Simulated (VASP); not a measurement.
Here is a VASP 6.6.1 calculation.

The input INCAR:

```
SYSTEM = SnSe2
  PREC = Accurate
  ENCUT = 520
  EDIFF = 1E-6
  ISMEAR = 0
  SIGMA = 0.01
  LREAL = .FALSE.
  LASPH = .TRUE.
  NELM = 100
  ALGO = Normal
  ISIF = 2
  LWAVE = .FALSE.
  LCHARG = .FALSE.
  GGA = PE
  NBANDS = 20
```

File KPOINTS:

```
Automatic mesh
0
G
  6 6 3
  0 0 0
```

File POSCAR:

```
SnSe2
1.0
    3.6794800447      0.0000000000      0.0000000000
   -1.8397400224      3.1865233712      0.0000000000
    0.0000000000      0.0000000000      5.9242428639
Sn Se
1 2
Direct
    0.0000000000      0.0000000000      0.0000000000
    0.3333333333      0.6666666667      0.2490000000
    0.6666666667      0.3333333333      0.7510000000
```

Potentials or basis: VASP PAW PBE potentials, release 64 (Sn_d, Se).

Command:

```sh
$ cat potpaw_PBE.64/Sn_d/POTCAR potpaw_PBE.64/Se/POTCAR > POTCAR
$ mpirun -np 1 vasp_std > vasp.out
```

Task: Estimate the band gap on the k mesh.

Result: 0.85 eV, indirect (least direct gap 1.58 eV).

Task: Estimate the largest force.

Result: 2.022 eV/Å.

Task: Estimate the pressure.

Result: 16.7 GPa.

Forces in eV/Å, atoms in the order of the input:
```
Sn   0.000  0.000  0.000
Se   0.000  0.000  2.022
Se   0.000  0.000 -2.022
```

Caveat: spin-orbit coupling is left out, which moves the levels of the heavy elements; this functional lacks dispersion, which binds the layers, so the pressure and a relaxed spacing across them are unreliable; forces of over 1 eV/Å act on the atoms, so gaps and moduli don't describe the material at rest. A k mesh can miss the band edges.
